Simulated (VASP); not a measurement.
KF, 2 atoms in the cell. The typed cell holds 2 atoms: a = 3.765 Å, b = 3.944 Å, c = 4.244 Å, α = 58.25°, β = 59.60°, γ = 58.84°.  This cell differs from its parent crystal: strained.

```yaml
Program: VASP 6.6.1
Task: single point
Functional: PBE
Potentials_or_basis: VASP PAW PBE potentials, release 64 (K_sv, F)
Cutoff: 520 eV
k_mesh: 8 × 8 × 8
Occupations: gaussian, width 0.02 eV
Spin: no spin polarisation
Dipole_correction: no
Further_INCAR_settings: ALGO = Normal; EDIFF = 1e-06; NBANDS = 15
```

Potentials or basis: VASP PAW PBE potentials, release 64 (K_sv, F).

Run with:

```bash
$ cat potpaw_PBE.64/K_sv/POTCAR potpaw_PBE.64/F/POTCAR > POTCAR
$ mpirun -np 1 vasp_std > vasp.out
```

Hardware: 1 thread of Oxide Virtual Turin-like Processor (shared host).

Problem. Estimate the wall time of this run.

Solution. It took 4 min on 1 thread of Oxide Virtual Turin-like Processor, with other jobs on the host, peak memory 0.26 GiB. Counts: scf iterations 13, k points 260.
